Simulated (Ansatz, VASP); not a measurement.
**AlC: VASP beside Ansatz**

```
Al C
1.0
     0.00000    2.33306    2.33306
     2.33306    0.00000    2.33306
     2.33306    2.33306    0.00000
Al C
1 1
Cartesian
  1.1665 1.1665 1.1665
  0.0000 0.0000 0.0000
```

Change from the starting cell: species swapped into the InAs type (F-43m, No. 216).

Alike in both runs: functional PBE; k mesh 7 × 7 × 7; occupations gaussian, width 0.2 eV; no spin polarisation.

Ansatz relaxed the structure, and its values are those at the end. VASP's run is a single point on that final structure, the one shown.

```csv
,VASP,Ansatz
version,VASP 6.6.1,Ansatz 0.2.0
potentials or method,"VASP PAW PBE potentials, release 64 (Al, C), cutoff 600 eV","scalar-relativistic, plane waves, PAW"
valence electrons in the cell,7,7
```

|  | VASP | Ansatz | Ansatz less VASP |
| --- | --- | --- | --- |
| gap on the k mesh at the Fermi level (eV) | none | none | - |
| pressure (GPa) | -0.8 | -0.6 | +0.18 |

A gap of «none» marks a metal or a gap that the smearing closes. With one functional, cell and mesh, what is left measures potentials, basis and numerics.
